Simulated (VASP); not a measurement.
# AlN (F-43m) in VASP: a series of runs, part 2 of 2

VASP 6.6.1. Earlier steps stand in the parts before.

### Step 4. Phonons, r2SCAN

This run uses another cell than the first one, of 10.33 Å³/atom.

INCAR reads:

```
SYSTEM = AlN
PREC = Accurate ; ENCUT = 520
EDIFF = 1E-8 ; ISMEAR = 0
SIGMA = 0.01 ; LREAL = .FALSE.
LASPH = .TRUE. ; NELM = 100
ALGO = Normal ; ISIF = 2
LWAVE = .FALSE. ; LCHARG = .FALSE.
METAGGA = R2SCAN ; LMIXTAU = .TRUE.
NBANDS = 11 ; IBRION = 6
NFREE = 2 ; POTIM = 0.015
NSW = 1
```

KPOINTS reads:

```
Automatic mesh
0
G
  10 10 10
  0 0 0
```

POSCAR reads:

```
AlN
1.0
    2.1780688272      2.1780688272      0.0000000000
   -2.1780688272      2.1780688272      0.0000000000
    0.0000000000      2.1780688272      2.1780688272
Al N
1 1
Direct
    0.0000000000      0.0000000000      0.0000000000
    0.2500000000      0.7500000000      0.5000000000
```

Potentials or basis: VASP PAW PBE potentials, release 64 (Al, N).

The run is started by

```bash
cat potpaw_PBE.64/Al/POTCAR potpaw_PBE.64/N/POTCAR > POTCAR
mpirun -np 1 vasp_std > vasp.out
```

OUTCAR:

```text
SYSTEM = AlN
   PREC = Accurate
   ENCUT = 520
   EDIFF = 1E-8
   ISMEAR = 0
   LREAL = .FALSE.
   LASPH = .TRUE.
   NELM = 100
   ISIF = 2
   METAGGA = R2SCAN
   IBRION = 6
   NFREE = 2
   POTIM = 0.015
   NSW = 1

 ion  position               nearest neighbor table
   1  0.000  0.000  0.000-   2 1.89   2 1.89   2 1.89   2 1.89
   2  0.250  0.750  0.500-   1 1.89   1 1.89   1 1.89   1 1.89

  LATTYP: Found a face centered cubic cell.
 ALAT       =     4.3561376544

  Lattice vectors:

 A1 = (   0.0000000000,   2.1780688272,   2.1780688272)
 A2 = (   2.1780688272,   0.0000000000,   2.1780688272)
 A3 = (   2.1780688272,   2.1780688272,   0.0000000000)

Analysis of symmetry for initial positions (statically):
=====================================================================
 Subroutine PRICEL returns:
 Original cell was already a primitive cell.

 Routine SETGRP: Setting up the symmetry group for a
 face centered cubic supercell.

 Subroutine GETGRP returns: Found 24 space group operations
 (whereof 24 operations were pure point group operations)
 out of a pool of 48 trial point group operations.

The static configuration has the point symmetry T_d .

Analysis of symmetry for dynamics (positions and initial velocities):
=====================================================================
 Subroutine PRICEL returns:
 Original cell was already a primitive cell.

 Routine SETGRP: Setting up the symmetry group for a
 face centered cubic supercell.

 Subroutine GETGRP returns: Found 24 space group operations
 (whereof 24 operations were pure point group operations)
 out of a pool of 48 trial point group operations.

The dynamic configuration has the point symmetry T_d .

 Subroutine INISYM returns: Found 24 space group operations
 (whereof 24 operations are pure point group operations),
 and found     1 'primitive' translations

----------------------------------------------------------------------------------------

                                     Primitive cell

  volume of cell :      20.6654

  direct lattice vectors                    reciprocal lattice vectors
     2.178068827  2.178068827  0.000000000     0.229561157  0.229561157 -0.229561157
    -2.178068827  2.178068827  0.000000000    -0.229561157  0.229561157 -0.229561157
     0.000000000  2.178068827  2.178068827     0.000000000  0.000000000  0.459122314

  length of vectors
     3.080254475  3.080254475  3.080254475     0.397611587  0.397611587  0.459122314

  position of ions in fractional coordinates (direct lattice)
     0.000000000  0.000000000  0.000000000
     0.250000000  0.750000000  0.500000000

  ion indices of the primitive-cell ions
   primitive index   ion index
                 1           1
                 2           2

----------------------------------------------------------------------------------------

 KPOINTS: Automatic mesh
[... 108 lines left out ...]

 number of electron       7.9999999 magnetization

 Free energy of the ion-electron system (eV)
  ---------------------------------------------------
  ext. energy  EPLUGINS =         0.00000000
  ---------------------------------------------------
  free energy    TOTEN  =       -19.17873366 eV

  energy without entropy =      -19.17873366  energy(sigma->0) =      -19.17873366

------------------------ aborting loop because EDIFF is reached ----------------------------------------

  FORCE on cell =-STRESS in cart. coord.  units (eV):
  Direction    XX          YY          ZZ          XY          YZ          ZX
  --------------------------------------------------------------------------------------
  -------------------------------------------------------------------------------------
  Total        0.2091966      0.2091966      0.2091966     -0.0000000     -0.0000000     -0.0000000
  in kB       16.2188653     16.2188653     16.2188653     -0.0000000     -0.0000000     -0.0000000
  external PRESSURE =      16.2188653 kB  Pullay stress =       0.0000000 kB
[... 131 lines left out ...]
--------------------------------------- Ionic step        5  -------------------------------------------

 number of electron       8.0000000 magnetization

 Free energy of the ion-electron system (eV)
  ---------------------------------------------------
  ext. energy  EPLUGINS =         0.00000000
  ---------------------------------------------------
  free energy    TOTEN  =       -19.17700177 eV

  energy without entropy =      -19.17700177  energy(sigma->0) =      -19.17700177

 E-fermi :   5.8858     XC(G=0): -11.4553

 val. band max:        5.8101674310   @ k =   0.0000   0.0000   0.0000
 cond. band min:       9.7103007655   @ k =   0.0000  -1.0000  -0.5000
 fundamental gap:      3.9001333345
 Fermi energy:         5.8858076344

 k-point     1 :       0.0000    0.0000    0.0000
  band No.  band energies     occupation
      1     -10.0200      2.00000
      2       5.7276      2.00000
      3       5.7693      2.00000
      4       5.8102      2.00000
      5      10.7376      0.00000
      6      19.3696      0.00000
      7      19.3751      0.00000
      8      19.3797      0.00000
      9      24.3701      0.00000
     10      24.3711      0.00000
     11      26.1055      0.00000
[... 309 lines left out ...]
 k-point    24 :       0.4000    0.3000    0.0000
  band No.  band energies     occupation
      1      -7.4708      2.00000
      2       1.1859      2.00000
      3       2.4161      2.00000
      4       4.5275      2.00000
      5      12.2970      0.00000
      6      16.9195      0.00000
      7      19.6307      0.00000
      8      20.3552      0.00000
      9      22.7419      0.00000
     10      26.3154      0.00000
     11      31.4348      0.00000

 [... further k-points ...]

------------------------ aborting loop because EDIFF is reached ----------------------------------------

  FORCE on cell =-STRESS in cart. coord.  units (eV):
  Direction    XX          YY          ZZ          XY          YZ          ZX
  --------------------------------------------------------------------------------------
  -------------------------------------------------------------------------------------
  Total        0.2091143      0.2150805      0.2150805      0.0000000      0.1400053      0.0000000
  in kB       16.2124788     16.6750374     16.6750374      0.0000000     10.8545113      0.0000000
  external PRESSURE =      16.5208512 kB  Pullay stress =       0.0000000 kB
[... 17 lines left out ...]
  FREE ENERGIE OF THE ION-ELECTRON SYSTEM (eV)
  ---------------------------------------------------
  free  energy   TOTEN  =       -19.1770017701 eV

  energy  without entropy=      -19.1770017701  energy(sigma->0) =      -19.17700177

 INTERNAL STRAIN TENSORS FROM DISPLACED ATOMS
 ============================================

 INTERNAL STRAIN TENSOR FOR ION    1 for displacements in x,y,z  (eV/Angst):
          X           Y           Z          XY          YZ          ZX
  --------------------------------------------------------------------------------
  x    -0.00000     0.00000     0.00000    -0.00000     9.21752    -0.00000
  y     0.00000    -0.00000     0.00000    -0.00000    -0.00000     9.21752
  z     0.00000     0.00000    -0.00000     9.21752    -0.00000     0.00000

 INTERNAL STRAIN TENSOR FOR ION    2 for displacements in x,y,z  (eV/Angst):
          X           Y           Z          XY          YZ          ZX
  --------------------------------------------------------------------------------
  x     0.00000    -0.00000    -0.00000     0.00000    -9.33192     0.00000
  y     0.00000     0.00000     0.00000     0.00000     0.00000    -9.33192
  z    -0.00000    -0.00000     0.00000    -9.33192     0.00000    -0.00000

 Eigenvectors and eigenvalues of the dynamical matrix
 ----------------------------------------------------

   1 f  =   20.251919 THz   127.246561 2PiTHz  675.531309 cm-1    83.755170 meV
             X         Y         Z           dx          dy          dz
      0.000000  0.000000  0.000000     0.000000   -0.581497   -0.000000
     -1.089034  3.267103  1.089034    -0.000000    0.813549    0.000000
[... 21 lines left out ...]
   6 f/i=    0.074813 THz     0.470065 2PiTHz    2.495497 cm-1     0.309402 meV
             X         Y         Z           dx          dy          dz
      0.000000  0.000000  0.000000     0.019251   -0.221393   -0.782609
     -1.089034  3.267103  1.089034     0.013760   -0.158244   -0.559381

 ELASTIC MODULI CONTR FROM IONIC RELAXATION (kBar)
 Direction    XX          YY          ZZ          XY          YZ          ZX
 --------------------------------------------------------------------------------
 XX          -0.0000     -0.0000     -0.0000     -0.0000      0.0000      0.0000
 YY          -0.0000     -0.0000     -0.0000     -0.0000     -0.0000      0.0000
 ZZ          -0.0000     -0.0000     -0.0000      0.0000     -0.0000      0.0000
 XY          -0.0000     -0.0000      0.0000   -432.2145     -0.0000     -0.0000
 YZ           0.0000     -0.0000     -0.0000     -0.0000   -432.2145      0.0000
 ZX           0.0000      0.0000      0.0000     -0.0000      0.0000   -432.2145
 --------------------------------------------------------------------------------
```

Wall time 4 min (1 thread of Intel Xeon 6975P-C (Granite Rapids), shared host); peak memory 0.19 GiB.

What came out:

| Item | Value |
| --- | --- |
| Highest phonon frequency at Γ, LO-TO splitting left out | 676 cm⁻¹ |

Phonon frequencies in cm⁻¹ (negative: imaginary):
| q point | frequencies |
| --- | --- |
| (0.000, 0.000, 0.000) | -2 -2 -2 676 676 676 |

Caveat: the cell stands under pressure or tension, which shifts response properties; the PAW data sets were made with another functional, which shifts forces and pressure a little.

### Step 5. Phonons, r2SCAN

This run uses another cell than the first one, of 10.43 Å³/atom.

INCAR reads:

```
ALGO     = Normal         # electronic algorithm
EDIFF    = 1E-8           # SCF threshold, eV
ENCUT    = 520            # plane-wave cutoff, eV
IBRION   = 6              # ionic algorithm
ISIF     = 2              # what is computed and relaxed
ISMEAR   = 0              # smearing method
LASPH    = T              # aspherical terms in the spheres
LCHARG   = F              # write CHGCAR
LMIXTAU  = T            
LREAL    = F              # projectors in reciprocal space
LWAVE    = F              # write WAVECAR
METAGGA  = R2SCAN         # meta-GGA
NBANDS   = 11             # bands
NELM     = 100            # most SCF steps
NFREE    = 2            
NSW      = 1              # ionic steps
POTIM    = 0.015          # step
PREC     = Accurate       # precision mode
SIGMA    = 0.01           # smearing width, eV
```

KPOINTS reads:

```
k-points
0
Gamma
  10 10 10
```

POSCAR reads:

```
AlN
1.0
    2.1848998483      2.1848998483      0.0000000000
   -2.1848998483      2.1848998483      0.0000000000
    0.0000000000      2.1848998483      2.1848998483
Al N
1 1
Direct
    0.0000000000      0.0000000000      0.0000000000
    0.2500000000      0.7500000000      0.5000000000
```

Potentials or basis: VASP PAW PBE potentials, release 64 (Al, N).

The run is started by

```bash
cat potpaw_PBE.64/Al/POTCAR potpaw_PBE.64/N/POTCAR > POTCAR
mpirun -np 1 vasp_std > vasp.out
```

OUTCAR:

```text
EDIFF = 1E-8
   ENCUT = 520
   IBRION = 6
   ISIF = 2
   ISMEAR = 0
   LASPH = T
   LREAL = F
   METAGGA = R2SCAN
   NELM = 100
   NFREE = 2
   NSW = 1
   POTIM = 0.015
   PREC = Accurate

 ion  position               nearest neighbor table
   1  0.000  0.000  0.000-   2 1.89   2 1.89   2 1.89   2 1.89
   2  0.250  0.750  0.500-   1 1.89   1 1.89   1 1.89   1 1.89

  LATTYP: Found a face centered cubic cell.
 ALAT       =     4.3697996966

  Lattice vectors:

 A1 = (   0.0000000000,   2.1848998483,   2.1848998483)
 A2 = (   2.1848998483,   0.0000000000,   2.1848998483)
 A3 = (   2.1848998483,   2.1848998483,   0.0000000000)

Analysis of symmetry for initial positions (statically):
=====================================================================
 Subroutine PRICEL returns:
 Original cell was already a primitive cell.

[... 675 lines left out ...]
  Total       -0.0511185     -0.0453779     -0.0453779      0.0000000      0.1321027      0.0000000
  in kB       -3.9261268     -3.4852215     -3.4852215      0.0000000     10.1460658      0.0000000
  external PRESSURE =      -3.6321899 kB  Pullay stress =       0.0000000 kB
[... 17 lines left out ...]
  FREE ENERGIE OF THE ION-ELECTRON SYSTEM (eV)
  ---------------------------------------------------
  free  energy   TOTEN  =       -19.1780373659 eV

  energy  without entropy=      -19.1780373659  energy(sigma->0) =      -19.17803737

 INTERNAL STRAIN TENSORS FROM DISPLACED ATOMS
 ============================================

 INTERNAL STRAIN TENSOR FOR ION    1 for displacements in x,y,z  (eV/Angst):
          X           Y           Z          XY          YZ          ZX
  --------------------------------------------------------------------------------
  x     0.00000    -0.00000    -0.00000    -0.00000     8.68727    -0.00000
  y    -0.00000     0.00000    -0.00000    -0.00000    -0.00000     8.68727
  z    -0.00000    -0.00000     0.00000     8.68727    -0.00000     0.00000

 INTERNAL STRAIN TENSOR FOR ION    2 for displacements in x,y,z  (eV/Angst):
          X           Y           Z          XY          YZ          ZX
  --------------------------------------------------------------------------------
  x    -0.00000     0.00000     0.00000     0.00000    -8.80515    -0.00000
  y     0.00000    -0.00000    -0.00000    -0.00000     0.00000    -8.80515
  z     0.00000     0.00000    -0.00000    -8.80515    -0.00000     0.00000

 Eigenvectors and eigenvalues of the dynamical matrix
 ----------------------------------------------------

   1 f  =   19.978378 THz   125.527849 2PiTHz  666.406947 cm-1    82.623894 meV
             X         Y         Z           dx          dy          dz
      0.000000  0.000000  0.000000     0.581394    0.000000    0.000000
     -1.092450  3.277350  1.092450    -0.813622   -0.000000    0.000000
[... 21 lines left out ...]
   6 f/i=    0.076323 THz     0.479551 2PiTHz    2.545857 cm-1     0.315646 meV
             X         Y         Z           dx          dy          dz
      0.000000  0.000000  0.000000    -0.813622    0.000000    0.000000
     -1.092450  3.277350  1.092450    -0.581394   -0.000000    0.000000

 ELASTIC MODULI CONTR FROM IONIC RELAXATION (kBar)
 Direction    XX          YY          ZZ          XY          YZ          ZX
 --------------------------------------------------------------------------------
 XX          -0.0000      0.0000      0.0000      0.0000     -0.0000      0.0000
 YY           0.0000     -0.0000     -0.0000      0.0000      0.0000     -0.0000
 ZZ           0.0000     -0.0000     -0.0000     -0.0000      0.0000     -0.0000
 XY           0.0000      0.0000     -0.0000   -391.2988     -0.0000      0.0000
 YZ          -0.0000      0.0000      0.0000     -0.0000   -391.2988      0.0000
 ZX           0.0000     -0.0000     -0.0000      0.0000      0.0000   -391.2988
 --------------------------------------------------------------------------------
```

Run time: 4.1 min. Hardware: 1 thread of Intel Xeon 6975P-C (Granite Rapids), shared host; peak memory 0.18 GiB.

What came out:

```yaml
Highest_phonon_frequency_at_Γ_LO-TO_splitting_left_out: 666 cm⁻¹
```

Phonon frequencies in cm⁻¹ (negative: imaginary):
```tsv
q point	frequencies
(0.000, 0.000, 0.000)	-3 -3 -3 666 666 666
```

Caveat: the PAW data sets were made with another functional, which shifts forces and pressure a little.

### Step 6. Phonons, r2SCAN

This run uses another cell than the first one, of 10.53 Å³/atom.

INCAR reads:

```
SYSTEM = AlN
  ALGO = Normal
  EDIFF = 1E-8
  ENCUT = 520
  IBRION = 6
  ISIF = 2
  ISMEAR = 0
  LASPH = .TRUE.
  LCHARG = .TRUE.
  LMIXTAU = .TRUE.
  LREAL = .FALSE.
  LWAVE = .FALSE.
  METAGGA = R2SCAN
  NELM = 100
  NFREE = 2
  NSW = 1
  POTIM = 0.015
  PREC = Accurate
  SIGMA = 0.01
```

KPOINTS reads:

```
k-points
0
G
  10 10 10
  0 0 0
```

POSCAR reads:

```
AlN
1.0
    2.1919066949      2.1919066949      0.0000000000
   -2.1919066949      2.1919066949      0.0000000000
    0.0000000000      2.1919066949      2.1919066949
Al N
1 1
Direct
    0.0000000000      0.0000000000      0.0000000000
    0.2500000000      0.7500000000      0.5000000000
```

Potentials or basis: VASP PAW PBE potentials, release 64 (Al, N).

The run is started by

```bash
cat potpaw_PBE.64/Al/POTCAR potpaw_PBE.64/N/POTCAR > POTCAR
mpirun -np 1 vasp_std > vasp.out
```

OUTCAR:

```text
SYSTEM = AlN
   EDIFF = 1E-8
   ENCUT = 520
   IBRION = 6
   ISIF = 2
   ISMEAR = 0
   LASPH = .TRUE.
   LREAL = .FALSE.
   METAGGA = R2SCAN
   NELM = 100
   NFREE = 2
   NSW = 1
   POTIM = 0.015
   PREC = Accurate

 ion  position               nearest neighbor table
   1  0.000  0.000  0.000-   2 1.90   2 1.90   2 1.90   2 1.90
   2  0.250  0.750  0.500-   1 1.90   1 1.90   1 1.90   1 1.90

  LATTYP: Found a face centered cubic cell.
 ALAT       =     4.3838133898

  Lattice vectors:

 A1 = (   0.0000000000,   2.1919066949,   2.1919066949)
 A2 = (   2.1919066949,   0.0000000000,   2.1919066949)
 A3 = (   2.1919066949,   2.1919066949,   0.0000000000)
[... 607 lines left out ...]
  --------------------------------------------------------------------------------------
  -------------------------------------------------------------------------------------
  Total       -0.3129449     -0.3074242     -0.3074242      0.0000000      0.1241542      0.0000000
  in kB      -23.8057716    -23.3858105    -23.3858105      0.0000000      9.4444320      0.0000000
  external PRESSURE =     -23.5257975 kB  Pullay stress =       0.0000000 kB
[... 17 lines left out ...]
  FREE ENERGIE OF THE ION-ELECTRON SYSTEM (eV)
  ---------------------------------------------------
  free  energy   TOTEN  =       -19.1765348468 eV

  energy  without entropy=      -19.1765348468  energy(sigma->0) =      -19.17653485

 INTERNAL STRAIN TENSORS FROM DISPLACED ATOMS
 ============================================

 INTERNAL STRAIN TENSOR FOR ION    1 for displacements in x,y,z  (eV/Angst):
          X           Y           Z          XY          YZ          ZX
  --------------------------------------------------------------------------------
  x     0.00000     0.00000     0.00000     0.00000     8.15790     0.00000
  y     0.00000    -0.00000     0.00000     0.00000     0.00000     8.15790
  z     0.00000     0.00000     0.00000     8.15790     0.00000    -0.00000

 INTERNAL STRAIN TENSOR FOR ION    2 for displacements in x,y,z  (eV/Angst):
          X           Y           Z          XY          YZ          ZX
  --------------------------------------------------------------------------------
  x     0.00000    -0.00000    -0.00000     0.00000    -8.27684     0.00000
  y     0.00000     0.00000     0.00000     0.00000     0.00000    -8.27684
  z    -0.00000    -0.00000     0.00000    -8.27684     0.00000    -0.00000

 Eigenvectors and eigenvalues of the dynamical matrix
 ----------------------------------------------------

   1 f  =   19.704251 THz   123.805460 2PiTHz  657.263066 cm-1    81.490198 meV
             X         Y         Z           dx          dy          dz
      0.000000  0.000000  0.000000    -0.000000   -0.581242    0.000000
     -1.095953  3.287860  1.095953     0.000000    0.813731    0.000000
[... 21 lines left out ...]
   6 f/i=    0.078959 THz     0.496117 2PiTHz    2.633805 cm-1     0.326550 meV
             X         Y         Z           dx          dy          dz
      0.000000  0.000000  0.000000    -0.027713    0.566664    0.583337
     -1.095953  3.287860  1.095953    -0.019795    0.404764    0.416673

 ELASTIC MODULI CONTR FROM IONIC RELAXATION (kBar)
 Direction    XX          YY          ZZ          XY          YZ          ZX
 --------------------------------------------------------------------------------
 XX          -0.0000     -0.0000     -0.0000     -0.0000     -0.0000      0.0000
 YY          -0.0000     -0.0000     -0.0000     -0.0000     -0.0000      0.0000
 ZZ          -0.0000     -0.0000     -0.0000     -0.0000     -0.0000      0.0000
 XY          -0.0000     -0.0000     -0.0000   -351.7380     -0.0000      0.0000
 YZ          -0.0000     -0.0000     -0.0000     -0.0000   -351.7380      0.0000
 ZX           0.0000      0.0000      0.0000      0.0000      0.0000   -351.7380
 --------------------------------------------------------------------------------
```

It took 3.3 min on 1 thread of Intel Xeon 6975P-C (Granite Rapids), shared host; peak memory 0.18 GiB.

Results:

| Property | Result |
| --- | --- |
| Highest phonon frequency at Γ, LO-TO splitting left out | 657 cm⁻¹ |

Phonon frequencies in cm⁻¹ (negative: imaginary):
```
              q point           frequencies
(0.000, 0.000, 0.000)  -3 -3 -3 657 657 657
```

Caveat: the cell stands under pressure or tension, which shifts response properties; the PAW data sets were made with another functional, which shifts forces and pressure a little.
